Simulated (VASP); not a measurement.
# Pt (Fm-3m) in VASP: a series of runs

Pt is run at these levels: PBEsol; tasks: single point.

Everything below comes from runs of VASP 6.6.1. Logs are shortened: lines on timing, memory, paths and dates and some standing lists are left out, and cuts for length are marked.

**1. The cell of the first run**

The structure is cubic, space group Fm-3m (No. 225). The conventional cell has a = 4.140 Å, b = 4.140 Å, c = 4.140 Å, α = 90.00°, β = 90.00°, γ = 90.00°. Within 3.9 Å of Pt (site symmetry m-3m) lie 12 Pt at 2.93 Å.

**2. Single point, PBEsol, collinear spin, ferromagnetic start**

INCAR reads:

```
PREC = Accurate ; ENCUT = 520
EDIFF = 1E-6 ; ISMEAR = 0
SIGMA = 0.15 ; LREAL = F
LASPH = T ; NELM = 150
ALGO = Normal ; ISIF = 2
LWAVE = F ; LCHARG = F
ISPIN = 2 ; MAGMOM = 0.25
LORBIT = 11 ; NUPDOWN = 0.25
LMAXMIX = 4 ; GGA = PS
NBANDS = 15
```

KPOINTS reads:

```
regular mesh
0
Gamma
  22 22 22
```

POSCAR reads:

```
Pt
1.0
    0.0000000000      2.0700977806      2.0700977806
    2.0700977806      0.0000000000      2.0700977806
    2.0700977806      2.0700977806      0.0000000000
Pt
1
Direct
    0.0000000000      0.0000000000      0.0000000000
```

Potentials or basis: VASP PAW PBE potentials, release 64 (Pt).

Launch:

```bash
$ cat potpaw_PBE.64/Pt/POTCAR > POTCAR
$ mpirun -np 1 vasp_std > vasp.out
```

OUTCAR:

```text
PREC = Accurate
   ENCUT = 520
   EDIFF = 1E-6
   ISMEAR = 0
   LREAL = F
   LASPH = T
   NELM = 150
   ISIF = 2
   ISPIN = 2
   LORBIT = 11
   NUPDOWN = 0.25
   GGA = PS

 ion  position               nearest neighbor table
   1  0.000  0.000  0.000-

  LATTYP: Found a face centered cubic cell.
 ALAT       =     4.1401955612

  Lattice vectors:

 A1 = (   0.0000000000,   2.0700977806,   2.0700977806)
 A2 = (   2.0700977806,   0.0000000000,   2.0700977806)
 A3 = (   2.0700977806,   2.0700977806,   0.0000000000)

Analysis of symmetry for initial positions (statically):
=====================================================================
 Subroutine PRICEL returns:
 Original cell was already a primitive cell.

 Routine SETGRP: Setting up the symmetry group for a
 face centered cubic supercell.

 Subroutine GETGRP returns: Found 48 space group operations
 (whereof 48 operations were pure point group operations)
 out of a pool of 48 trial point group operations.

The static configuration has the point symmetry O_h .

Analysis of symmetry for dynamics (positions and initial velocities):
=====================================================================
 Subroutine PRICEL returns:
 Original cell was already a primitive cell.

 Routine SETGRP: Setting up the symmetry group for a
 face centered cubic supercell.

 Subroutine GETGRP returns: Found 48 space group operations
 (whereof 48 operations were pure point group operations)
 out of a pool of 48 trial point group operations.

The dynamic configuration has the point symmetry O_h .

Analysis of structural, dynamic, and magnetic symmetry:
=====================================================================
 Subroutine PRICEL returns:
 Original cell was already a primitive cell.

 Routine SETGRP: Setting up the symmetry group for a
 face centered cubic supercell.

 Subroutine GETGRP returns: Found 48 space group operations
 (whereof 48 operations were pure point group operations)
 out of a pool of 48 trial point group operations.

The overall configuration has the point symmetry O_h .

 Subroutine INISYM returns: Found 48 space group operations
 (whereof 48 operations are pure point group operations),
 and found     1 'primitive' translations

----------------------------------------------------------------------------------------

                                     Primitive cell

  volume of cell :      17.7420

  direct lattice vectors                    reciprocal lattice vectors
     0.000000000  2.070097781  2.070097781    -0.241534484  0.241534484  0.241534484
     2.070097781  0.000000000  2.070097781     0.241534484 -0.241534484  0.241534484
     2.070097781  2.070097781  0.000000000     0.241534484  0.241534484 -0.241534484

  length of vectors
     2.927560357  2.927560357  2.927560357     0.418349999  0.418349999  0.418349999

  position of ions in fractional coordinates (direct lattice)
     0.000000000  0.000000000  0.000000000

  ion indices of the primitive-cell ions
   primitive index   ion index
                 1           1

----------------------------------------------------------------------------------------

 KPOINTS: regular mesh

Automatic generation of k-mesh.
 Grid dimensions read from file:
 generate k-points for:   22   22   22

 Generating k-lattice:

  Cartesian coordinates                     Fractional coordinates (reciprocal lattice)
    -0.010978840  0.010978840  0.010978840     0.045454545  0.000000000  0.000000000
     0.010978840 -0.010978840  0.010978840     0.000000000  0.045454545  0.000000000
     0.010978840  0.010978840 -0.010978840     0.000000000  0.000000000  0.045454545

  Length of vectors
     0.019015909  0.019015909  0.019015909

  Shift w.r.t. Gamma in fractional coordinates (k-lattice)
     0.000000000  0.000000000  0.000000000

 Subroutine IBZKPT returns following result:
 ===========================================

 Found    328 irreducible k-points:

 Following reciprocal coordinates:
            Coordinates               Weight
  0.000000  0.000000  0.000000      1.000000
  0.045455  0.000000  0.000000      8.000000
  0.090909  0.000000  0.000000      8.000000
  0.136364  0.000000  0.000000      8.000000
  0.181818  0.000000  0.000000      8.000000
  0.227273  0.000000  0.000000      8.000000
[... 16 lines left out ...]
  0.500000  0.045455  0.000000     24.000000
 -0.454545  0.045455  0.000000     24.000000
 [... further k-points ...]
   k-points           NKPTS =    328   k-points in BZ     NKDIM =    328   number of bands    NBANDS=     15
   number of dos      NEDOS =    301   number of ions     NIONS =      1
   total plane-waves  NPLWV =  13824
   dimension x,y,z NGX =    24 NGY =   24 NGZ =   24
   dimension x,y,z NGXF=    48 NGYF=   48 NGZF=   48
   ions per type =               1
   NGX,Y,Z   is equivalent  to a cutoff of  13.63, 13.63, 13.63 a.u.
   NGXF,Y,Z  is equivalent  to a cutoff of  27.26, 27.26, 27.26 a.u.
 SYSTEM =  unknown system
   PREC   = accura    normal or accurate (medium, high low for compatibility)
   ISTART =      0    job   : 0-new  1-cont  2-samecut
   ICHARG =      2    charge: 1-file 2-atom 10-const
   ISPIN  =      2    spin polarized calculation?
   LNONCOLLINEAR =      F non collinear calculations
   LSORBIT =      F    spin-orbit coupling
   LASPH  =      T    aspherical Exc in radial PAW
   ENCUT  =  520.0 eV  38.22 Ry    6.18 a.u.   5.44  5.44  5.44*2*pi/ulx,y,z
   NELM   =    150;   NELMIN=  2; NELMDL= -5     # of ELM steps
   EDIFF  = 0.1E-05   stopping-criterion for ELM
   LREAL  =      F    real-space projection
   EDIFFG = 0.1E-04   stopping-criterion for IOM
   NSW    =      0    number of steps for IOM
   IBRION =     -1    ionic relax: 0-MD 1-quasi-New 2-CG
   NFREE  =      0    steps in history (QN), initial steepest desc. (CG)
   ISIF   =      2    stress and relaxation
   ISYM   =      2    0-nonsym 1-usesym 2-fastsym
   POTIM  = 0.5000    time-step for ionic-motion
   TEBEG  =    0.0;   TEEND  =   0.0 temperature during run
   PSTRESS=    0.0 pullay stress
   NELECT =      10.0000    total number of electrons
   NUPDOWN=       0.2500    fix difference up-down
   EMIN   =  10.00;   EMAX   =-10.00  energy-range for DOS
   EFERMI =   0.00;   METHOD = LEGACY
   ISMEAR =     0;   SIGMA  =   0.15  broadening in eV -4-tet -1-fermi 0-gaus
   EFERMI_NEDOS =   21; number of points for ismear=-14 and -15
   IALGO  =     38    algorithm
   IMIX   =      4    mixing-type and parameters
     AMIX     =   0.40;   BMIX     =  1.00
     AMIX_MAG =   1.60;   BMIX_MAG =  1.00
  volume/ion in A,a.u.               =      17.74       119.73
  Fermi-wavevector in a.u.,A,eV,Ry     =   1.352303  2.555482 24.881288  1.828723
  Thomas-Fermi vector in A             =   2.479653
   LORBIT       =     11    0 simple, 1 ext, 2 COOP (PROOUT), +10 PAW based schemes
   GGA     = PS    functional components
   LHFCALC =     F    Hartree Fock is set to
   AEXX    =    0.0000 exact exchange contribution
   IVDW    =     0    specifies the selected vdW correction
   LEPSILON=     F    determine dielectric tensor
   LRPA    =     F    only Hartree local field effects (RPA)
 spin polarized calculation
 Gauss-broadening in eV      SIGMA  =   0.15
  energy-cutoff  :      520.00
  volume of cell :       17.74
 maximum number of plane-waves:       531
 NGX is ok and might be reduce to    24
   NGX = 11   NGY = 11   NGZ = 11

 number of electron      10.0000001 magnetization       0.2500000

 Free energy of the ion-electron system (eV)
  ---------------------------------------------------
  ext. energy  EPLUGINS =         0.00000000
  ---------------------------------------------------
  free energy    TOTEN  =        -6.66443020 eV

  energy without entropy =       -6.64055160  energy(sigma->0) =       -6.65249090

 E-fermi :   8.2153     XC(G=0): -12.6819

 val. band max:        8.2557879960   @ k =  -0.4545   0.3636   0.0000
 cond. band min:       8.2184671605   @ k =  -0.2273   0.1364   0.0000
 fundamental gap:     -0.0373208356
 Fermi energy:         8.2565243987

 spin component 1

 k-point     1 :       0.0000    0.0000    0.0000
  band No.  band energies     occupation
      1      -0.3714      1.00000
      2       5.2324      1.00000
      3       5.2324      1.00000
      4       5.2324      1.00000
      5       6.9044      1.00000
      6       6.9044      1.00000
      7      23.1409      0.00000
      8      27.1927      0.00000
      9      27.1927      0.00000
     10      27.1927      0.00000
     11      31.9522      0.00000
     12      36.9759      0.00000
     13      36.9759      0.00000
     14      36.9759      0.00000
     15      38.2386      0.00000

 k-point     2 :       0.0455    0.0000    0.0000
  band No.  band energies     occupation
      1      -0.3000      1.00000
      2       5.2050      1.00000
      3       5.2590      1.00000
      4       5.2590      1.00000
      5       6.8911      1.00000
      6       6.8911      1.00000
      7      23.2368      0.00000
      8      26.7251      0.00000
      9      27.2863      0.00000
     10      27.2863      0.00000
     11      32.3998      0.00000
     12      35.8339      0.00000
     13      36.4646      0.00000
     14      36.4646      0.00000
     15      38.5102      0.00000
[... 365 lines left out ...]
      3       5.2596      1.00000
      4       7.5050      1.00000
      5       8.1582      0.82314
      6       8.9536      0.00000
      7      12.8879      0.00000
      8      22.7385      0.00000
      9      25.7403      0.00000
     10      25.8131      0.00000
     11      33.8323      0.00000
     12      33.9533      0.00000
     13      35.2165      0.00000
     14      39.8236      0.00000
     15      40.3774      0.00000

 k-point    24 :      -0.4545    0.0455    0.0000
  band No.  band energies     occupation
      1       2.4107      1.00000
      2       5.1855      1.00000
      3       5.2597      1.00000
      4       7.4708      1.00000
      5       8.0824      0.94962
      6       8.8734      0.00000
      7      13.0830      0.00000
      8      22.7608      0.00000
      9      25.6072      0.00000
     10      26.0526      0.00000
     11      33.7290      0.00000
     12      33.8989      0.00000
     13      35.1291      0.00000
     14      39.9915      0.00000
     15      40.2309      0.00000

 [... further k-points ...]

 spin component 2

 k-point     1 :       0.0000    0.0000    0.0000
  band No.  band energies     occupation
      1      -0.3346      1.00000
      2       5.4019      1.00000
      3       5.4019      1.00000
      4       5.4020      1.00000
      5       7.0568      1.00000
      6       7.0568      1.00000
      7      23.1616      0.00000
      8      27.2136      0.00000
      9      27.2136      0.00000
     10      27.2136      0.00000
     11      31.9443      0.00000
     12      37.0247      0.00000
     13      37.0247      0.00000
     14      37.0247      0.00000
     15      38.3602      0.00000

 k-point     2 :       0.0455    0.0000    0.0000
  band No.  band energies     occupation
      1      -0.2631      1.00000
      2       5.3738      1.00000
      3       5.4287      1.00000
      4       5.4287      1.00000
      5       7.0433      1.00000
      6       7.0433      1.00000
      7      23.2584      0.00000
      8      26.7452      0.00000
      9      27.3078      0.00000
     10      27.3078      0.00000
     11      32.3944      0.00000
     12      35.9011      0.00000
     13      36.5255      0.00000
     14      36.5255      0.00000
     15      38.6175      0.00000
[... 365 lines left out ...]
      3       5.4084      1.00000
      4       7.6111      1.00000
      5       8.3402      0.11940
      6       9.0446      0.00000
      7      13.0241      0.00000
      8      22.7492      0.00000
      9      25.7922      0.00000
     10      25.8640      0.00000
     11      33.8663      0.00000
     12      33.9866      0.00000
     13      35.2604      0.00000
     14      39.9189      0.00000
     15      40.4981      0.00000

 k-point    24 :      -0.4545    0.0455    0.0000
  band No.  band energies     occupation
      1       2.5187      1.00000
      2       5.3330      1.00000
      3       5.4084      1.00000
      4       7.5690      1.00000
      5       8.2638      0.32378
      6       8.9785      0.00000
      7      13.2139      0.00000
      8      22.7718      0.00000
      9      25.6588      0.00000
     10      26.1041      0.00000
     11      33.7624      0.00000
     12      33.9327      0.00000
     13      35.1731      0.00000
     14      40.0944      0.00000
     15      40.3400      0.00000

 [... further k-points ...]
[... 5 lines left out ...]
  --------------------------------------------------------------------------------------
  -------------------------------------------------------------------------------------
  Total       -3.3508830     -3.3508830     -3.3508830      0.0000000      0.0000000      0.0000000
  in kB     -302.5988498   -302.5988498   -302.5988498      0.0000000      0.0000000      0.0000000
  external PRESSURE =    -302.5988498 kB  Pullay stress =       0.0000000 kB

 VOLUME and BASIS-vectors are now :
 -----------------------------------------------------------------------------
  energy-cutoff  :      520.00
  volume of cell :       17.74
      direct lattice vectors                 reciprocal lattice vectors
     0.000000000  2.070097781  2.070097781    -0.241534484  0.241534484  0.241534484
     2.070097781  0.000000000  2.070097781     0.241534484 -0.241534484  0.241534484
     2.070097781  2.070097781  0.000000000     0.241534484  0.241534484 -0.241534484

 POSITION                                       TOTAL-FORCE (eV/Angst)
 -----------------------------------------------------------------------------------
      0.00000      0.00000      0.00000         0.000000     -0.000000      0.000000
 -----------------------------------------------------------------------------------
    total drift:                               -0.000000      0.000000     -0.000000

  FREE ENERGIE OF THE ION-ELECTRON SYSTEM (eV)
  ---------------------------------------------------
  free  energy   TOTEN  =        -6.6644301978 eV

  energy  without entropy=       -6.6405516046  energy(sigma->0) =       -6.65249090

 total charge

# of ion       s       p       d       tot
------------------------------------------
    1        0.556   0.432   7.937   8.925

 magnetization (x)

# of ion       s       p       d       tot
------------------------------------------
    1       -0.001  -0.004   0.256   0.251
```

Wall time 1.8 min (1 thread of AMD EPYC 9R45 (Zen 5), shared host); peak memory 0.23 GiB.

Results:

```yaml
Free_energy: -6.6644 eV
Pressure: -30.3 GPa
Net_moment: 0.25 μB per cell
Site_moments: Pt +0.25 μB
Valence_electrons_inside_the_program's_atomic_spheres: Pt 8.93
```

Caveat: the PAW data sets were made with another functional, which shifts forces and pressure a little; spin-orbit coupling is left out, which moves the levels of the heavy elements; the total moment is fixed, so each spin has its own Fermi level.

(Continued in part 2 of 2.)
